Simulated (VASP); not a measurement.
Input of a VASP 6.6.1 run:

Contents of INCAR:

```
SYSTEM = SnO2
PREC = Accurate ; ENCUT = 520
EDIFF = 1E-7 ; ISMEAR = 0
SIGMA = 0.05 ; LREAL = .FALSE.
LASPH = .TRUE. ; NELM = 60
ALGO = Normal ; ISIF = 2
LWAVE = .FALSE. ; LCHARG = .FALSE.
GGA = PE ; IVDW = 12
NBANDS = 64
```

KPOINTS

```
regular mesh
0
G
  6 6 6
  0 0 0
```

Contents of POSCAR:

```
SnO2
1.0
    3.2373377715      1.8690778339      4.2908446674
   -3.2373377715      1.8690778339      4.2908446674
    0.0000000000     -3.7381556677      4.2908446674
Sn O
4 8
Direct
    0.8599704908      0.8671831415      0.8671831412
    0.3599953103      0.3671898276      0.8671877263
    0.3599953103      0.8671877266      0.3671898272
    0.8599832044      0.3671901686      0.3671901682
    0.1635843402      0.5999408917      0.5999408711
    0.6635906951      0.0999959067      0.5999694999
    0.6635906951      0.5999695205      0.0999958860
    0.6015764520      0.6118177823      0.6118178055
    0.1635853968      0.0999876409      0.0999876203
    0.1016047842      0.1117769907      0.6117679699
    0.1016047842      0.6117679468      0.1117770139
    0.6016534645      0.1117939877      0.1117940109
```

Potentials or basis: VASP PAW PBE potentials, release 64 (Sn_d, O).

Launch:

```bash
$ cat potpaw_PBE.64/Sn_d/POTCAR potpaw_PBE.64/O/POTCAR > POTCAR
$ mpirun -np 1 vasp_std > vasp.out
```

Task: Predict the band gap on the k mesh.

Result: 1.42 eV.

Task: Predict the largest force.

Result: 2.098 eV/Å.

Stress tensor (GPa, compression positive):
```
 3.31 -1.03  9.01
-1.03  4.50  5.20
 9.01  5.20  4.47
```

Caveat: the cell differs from its parent crystal (atoms displaced along several vibrational modes); the cell stands under pressure; spin-orbit coupling is left out, which moves the levels of the heavy elements; forces of over 1 eV/Å act on the atoms, so gaps and moduli don't describe the material at rest. A k mesh can miss the band edges.
